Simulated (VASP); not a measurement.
CaTa:

```
CELL_PARAMETERS angstrom
3.58558 0.00000 0.00000
0.00000 3.58558 0.00000
0.00000 0.00000 3.58558
ATOMIC_POSITIONS crystal
Ca 0.00000 0.00000 0.00000
Ta 0.50000 0.50000 0.50000
```

```yaml
Program: VASP 6.6.1
Task: relaxation of cell and atoms
Functional: PBE
Potentials_or_basis: VASP PAW PBE potentials, release 64 (Ca_sv, Ta_pv)
Cutoff: 500 eV
k_mesh: 6 × 6 × 6
Occupations: gaussian, width 0.1 eV
Spin: no spin polarisation
```

At the start: pressure 4.7 GPa; volume 23.05 Å³/atom.

Problem. How do energy, volume and symmetry change on relaxing?

Solution. Over 3 steps the energy falls by 24.6 meV/atom and the volume is 24.79 Å³/atom (+7.6 %); space group Pm-3m (No. 221, to 0.1 Å) before and after.

Step by step:
```csv
step,energy change (eV),largest force (eV/Å),pressure (GPa),volume (Å³)
1,0.0000,0.0000,4.73,46.10
2,-0.0441,0.0000,-1.33,50.79
3,-0.0492,0.0000,0.01,49.59
```

Final structure:
```yaml
crystal:
  lattice:
    - [3.67386, 0.00000, 0.00000]
    - [0.00000, 3.67386, 0.00000]
    - [0.00000, 0.00000, 3.67386]
  atoms:
    - { symbol: Ca, position: [0.00000, 0.00000, 0.00000] }
    - { symbol: Ta, position: [0.50000, 0.50000, 0.50000] }
```
